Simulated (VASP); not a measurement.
# Ag (Fm-3m) in VASP: notebook, part 2 of 2

VASP 6.6.1.

### 4 Single point, r2SCAN

Contents of POSCAR:

```
Ag
1.0
    0.0000000000      2.1058465800      2.1058465800
    2.1058465800      0.0000000000      2.1058465800
    2.1058465800      2.1058465800      0.0000000000
Ag
1
Direct
    0.0000000000      0.0000000000      0.0000000000
```

Contents of INCAR.step1:

```
SYSTEM = Ag
PREC = Accurate
ENCUT = 550
ISMEAR = 1
SIGMA = 0.0293
LREAL = .FALSE.
LASPH = .TRUE.
NELM = 120
NBANDS = 12
ISYM = 0
GGA = PE
ALGO = Normal
EDIFF = 1E-5
LWAVE = .TRUE.
LCHARG = .FALSE.
GGA_COMPAT = .FALSE.
```

Contents of INCAR.step2:

```
SYSTEM = Ag
PREC = Accurate
ENCUT = 550
EDIFF = 1E-6
ISMEAR = 1
SIGMA = 0.0293
LREAL = .FALSE.
LASPH = .TRUE.
NELM = 120
ALGO = Normal
ISIF = 2
LWAVE = .FALSE.
LCHARG = .TRUE.
METAGGA = R2SCAN
LMIXTAU = .TRUE.
LELF = .TRUE.
LVHAR = .TRUE.
NBANDS = 12
ISYM = 0
ISTART = 1
GGA_COMPAT = .FALSE.
```

Contents of KPOINTS:

```
Automatic mesh
0
Gamma
  7 7 7
  0.5 0.5 0.5
```

Potentials or basis: VASP PAW PBE potentials, release 64 (Ag).

Run with:

```sh
$ cat potpaw_PBE.64/Ag/POTCAR > POTCAR
$ cp INCAR.step1 INCAR
$ mpirun -np 1 vasp_std > vasp.out
$ cp INCAR.step2 INCAR
$ mpirun -np 1 vasp_std > vasp.out
```

OUTCAR:

```text
SYSTEM = Ag
   PREC = Accurate
   ENCUT = 550
   EDIFF = 1E-6
   ISMEAR = 1
   LREAL = .FALSE.
   LASPH = .TRUE.
   NELM = 120
   ISIF = 2
   METAGGA = R2SCAN
   ISYM = 0
   ISTART = 1

 ion  position               nearest neighbor table
   1  0.000  0.000  0.000-

IMPORTANT INFORMATION: All symmetrisations will be switched off!
NOSYMM: (Re-)initialisation of all symmetry stuff for point group C_1.

----------------------------------------------------------------------------------------

                                     Primitive cell

  volume of cell :      18.6771

  direct lattice vectors                    reciprocal lattice vectors
     0.000000000  2.105846580  2.105846580    -0.237434201  0.237434201  0.237434201
     2.105846580  0.000000000  2.105846580     0.237434201 -0.237434201  0.237434201
     2.105846580  2.105846580  0.000000000     0.237434201  0.237434201 -0.237434201

  length of vectors
     2.978116794  2.978116794  2.978116794     0.411248099  0.411248099  0.411248099

  position of ions in fractional coordinates (direct lattice)
     0.000000000  0.000000000  0.000000000

  ion indices of the primitive-cell ions
   primitive index   ion index
[... 125 lines left out ...]
 fundamental gap:      0.0340801393
 Fermi energy:         7.1741374166

 k-point     1 :       0.0714    0.0714    0.0714
  band No.  band energies     occupation
      1       0.0988      2.00000
      2       2.3757      2.00000
      3       2.4434      2.00000
      4       2.4434      2.00000
      5       3.2768      2.00000
      6       3.2768      2.00000
      7      23.5668      0.00000
      8      25.4958      0.00000
      9      26.7939      0.00000
     10      26.7939      0.00000
     11      31.2076      0.00000
     12      31.9733      0.00000
[... 331 lines left out ...]
 k-point    24 :       0.2857    0.0000   -0.0714
  band No.  band energies     occupation
      1       1.3093      2.00000
      2       2.4964      2.00000
      3       2.5796      2.00000
      4       3.1693      2.00000
      5       3.4388      2.00000
      6       4.2709      2.00000
      7      15.8939      0.00000
      8      22.7398      0.00000
      9      24.9060      0.00000
     10      27.1464      0.00000
     11      29.2781      0.00000
     12      29.4232      0.00000

 [... further k-points ...]
[... 5 lines left out ...]
  --------------------------------------------------------------------------------------
  -------------------------------------------------------------------------------------
  Total       -0.7585817     -0.7585817     -0.7585817      0.0000027      0.0000027      0.0000027
  in kB      -65.0732905    -65.0732874    -65.0732897      0.0002348      0.0002337      0.0002297
  external PRESSURE =     -65.0732892 kB  Pullay stress =       0.0000000 kB

 VOLUME and BASIS-vectors are now :
 -----------------------------------------------------------------------------
  energy-cutoff  :      550.00
  volume of cell :       18.68
      direct lattice vectors                 reciprocal lattice vectors
     0.000000000  2.105846580  2.105846580    -0.237434201  0.237434201  0.237434201
     2.105846580  0.000000000  2.105846580     0.237434201 -0.237434201  0.237434201
     2.105846580  2.105846580  0.000000000     0.237434201  0.237434201 -0.237434201

 POSITION                                       TOTAL-FORCE (eV/Angst)
 -----------------------------------------------------------------------------------
      0.00000      0.00000      0.00000         0.000000     -0.000000     -0.000000
 -----------------------------------------------------------------------------------
    total drift:                                0.000000     -0.000000     -0.000000

  FREE ENERGIE OF THE ION-ELECTRON SYSTEM (eV)
  ---------------------------------------------------
  free  energy   TOTEN  =       -21.3253776579 eV

  energy  without entropy=      -21.3251979045  energy(sigma->0) =      -21.32531774
```

OUTCAR.step1:

```text
SYSTEM = Ag
   PREC = Accurate
   ENCUT = 550
   ISMEAR = 1
   LREAL = .FALSE.
   LASPH = .TRUE.
   NELM = 120
[... 539 lines left out ...]
 -----------------------------------------------------------------------------------
      0.00000      0.00000      0.00000         0.000000      0.000000      0.000000
 -----------------------------------------------------------------------------------
    total drift:                                0.000000      0.000000      0.000000

  FREE ENERGIE OF THE ION-ELECTRON SYSTEM (eV)
  ---------------------------------------------------
  free  energy   TOTEN  =        -2.7051236429 eV

  energy  without entropy=       -2.7049413112  energy(sigma->0) =       -2.70506287
```

OSZICAR.step1:

```text
N       E                     dE             d eps       ncg     rms          rms(c)
DAV:   1     0.533467999685E+02    0.53347E+02   -0.56056E+03 16664   0.856E+02
DAV:   2    -0.209688989744E+01   -0.55444E+02   -0.52426E+02 19076   0.194E+02
DAV:   3    -0.292884805158E+01   -0.83196E+00   -0.83147E+00 19392   0.253E+01
DAV:   4    -0.293152155579E+01   -0.26735E-02   -0.26734E-02 18984   0.150E+00
DAV:   5    -0.293154469520E+01   -0.23139E-04   -0.23140E-04 19628   0.126E-01    0.413E+00
DAV:   6    -0.271229800777E+01    0.21925E+00   -0.92409E-01 17828   0.845E+00    0.278E+00
DAV:   7    -0.270717297747E+01    0.51250E-02   -0.63002E-03 19188   0.776E-01    0.162E+00
DAV:   8    -0.270511392898E+01    0.20590E-02   -0.74429E-04 18468   0.224E-01    0.714E-02
DAV:   9    -0.270512364289E+01   -0.97139E-05   -0.97106E-06 19148   0.231E-02
   1 F= -.27051236E+01 E0= -.27050629E+01  d E =-.182332E-03
```

Run time: 9.1 min. Hardware: 1 thread of AMD EPYC 7R43 (Zen 3), shared host; peak memory 0.25 GiB.

Results:

```yaml
Free_energy: -21.3254 eV
Pressure: -6.5 GPa
Band_gap_on_the_k_mesh: zero (an odd number of electrons rules out a gap without spin polarisation)
```

Caveat: the k points lie up to 0.37 Å⁻¹ apart, too coarse for converged energies and pressures of a metal; the PAW data sets were made with another functional, which shifts forces and pressure a little.

### 5 Overview

```csv
level,k mesh,gap on the mesh (eV),pressure (GPa)
r2SCAN,7 × 7 × 7,none,-6.9
r2SCAN+D4,7 × 7 × 7,none,-8.3
r2SCAN,"7 × 7 × 7, shifted",none,-6.5
```

Alike in all rows: task single point; potentials or basis VASP PAW PBE potentials, release 64 (Ag); no spin polarisation; cell as given; cutoff (eV) 550; smearing methfessel-paxton 0.0293 eV.

Caveats: all runs use coarse meshes; the PAW data sets were made with another functional, which shifts forces and pressure a little.

Absolute energies hang on the potentials; compare differences alone.
